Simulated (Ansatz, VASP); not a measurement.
## One calculation of Si2Mo, two programs

INCAR

```
PREC = Accurate
ENCUT = 600
EDIFF = 1E-6
ISMEAR = 0
SIGMA = 0.1
LREAL = F
LASPH = T
NELM = 60
ALGO = Normal
ISIF = 3
LWAVE = F
LCHARG = F
GGA = PE
IBRION = 2
NSW = 100
EDIFFG = -0.005
```

KPOINTS

```
regular mesh
0
Gamma
  18 18 18
```

File POSCAR:

```
Si2Mo
1.0
   -1.6021322800      1.6021322800      3.9080959800
    1.6021322800     -1.6021322800      3.9080959800
    1.6021322800      1.6021322800     -3.9080959800
Si Mo
2 1
Direct
    0.6645706300      0.6645706300      0.0000000000
    0.3354293700      0.3354293700      0.0000000000
    0.0000000000      0.0000000000      0.0000000000
```

Input for Ansatz:

```yaml
crystal:
  lattice:
    - [-1.60213228, 1.60213228, 3.90809598]
    - [1.60213228, -1.60213228, 3.90809598]
    - [1.60213228, 1.60213228, -3.90809598]
  atoms:
    - { symbol: Si, position: [0.66457063, 0.66457063, 0.0] }
    - { symbol: Si, position: [0.33542937, 0.33542937, 0.0] }
    - { symbol: Mo, position: [0.0, 0.0, 0.0] }
basis:
  ecutwfc: 420
kpoints:
  mp_grid: { grid: [18, 18, 18] }
hamiltonian:
  xc: pbe
scf:
  occupations: { method: gaussian, width: 0.1 }
output:
  forces: true
  stress: true
  eigenvalues: true
  write_density: true
  write_potential: true
  elf: true
  volumetric_format: npy
relax:
  adjacent_minimum: "off"
  f_tol: 0.005
  max_steps: 80
  cell: { stress_tol: 0.05 }
```

Alike in both runs: task relaxation of cell and atoms; functional PBE; k mesh 18 × 18 × 18; occupations gaussian, width 0.1 eV; no spin polarisation.

|  | VASP | Ansatz |
| --- | --- | --- |
| version | VASP 6.6.1 | Ansatz 0.2.0 |
| potentials or method | VASP PAW PBE potentials, release 64 (Si, Mo_sv), cutoff 600 eV | scalar-relativistic, plane waves, PAW |
| valence electrons in the cell | 22 | 22 |

```tsv
	VASP	Ansatz	Ansatz less VASP
gap on the k mesh at the Fermi level, each at its own relaxed structure (eV)	none	none	-
relaxed volume (Å³/atom)	13.59	13.58	-0.009
relaxed cell length with the largest relative difference (Å)	4.547	4.546	-0.0007
```

A gap of «none» marks a metal or a gap that the smearing closes.
